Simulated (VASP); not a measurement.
A run of VASP 6.6.1 is set up as follows.

INCAR

```
SYSTEM = Au
PREC = Accurate
ENCUT = 600
EDIFF = 1E-7
ISMEAR = -1
SIGMA = 0.1
LREAL = .False.
LASPH = .True.
NELM = 60
ALGO = Normal
ISIF = 3
LWAVE = .False.
LCHARG = .False.
GGA = CA
IBRION = 2
NSW = 80
EDIFFG = -0.01
```

File KPOINTS:

```
Automatic mesh
0
Gamma
  10 10 10
  0 0 0
```

File POSCAR:

```
Au
1.0
    0.0000000000      2.8394269867      2.8394269867
    2.8394269867      0.0000000000      2.8394269867
    2.8394269867      2.8394269867      0.0000000000
Au
2
Direct
    0.1250000000      0.1250000000      0.1250000000
    0.8750000000      0.8750000000      0.8750000000
```

Potentials or basis: VASP PAW LDA potentials, release 64 (Au).

Run with:

```console
$ cat potpaw_LDA.64/Au/POTCAR > POTCAR
$ mpirun -np 1 vasp_std > vasp.out
```

Problem. Predict the relaxed volume.

Solution. 26.43 Å³/atom.

Problem. What does it give for the band gap on the k mesh?

Solution. Zero (bands 11 and 12 overlap by 0.65 eV).

Problem. What does it give for the space group after relaxing (to 0.1 Å)?

Solution. Fd-3m (No. 227).

Problem. Predict the relaxed cell.

Solution. a = 4.212 Å, b = 4.212 Å, c = 4.212 Å, α = 60.00°, β = 60.00°, γ = 60.00°.

Final structure:
```
Au
1.0
     0.00000    2.97869    2.97869
     2.97869    0.00000    2.97869
     2.97869    2.97869    0.00000
Au
2
Direct
  0.12500 0.12500 0.12500
  0.87500 0.87500 0.87500
```

Caveat: the volume moved by over 15 % at a fixed basis, so the end points are rough; spin-orbit coupling is left out, which moves the levels of the heavy elements.
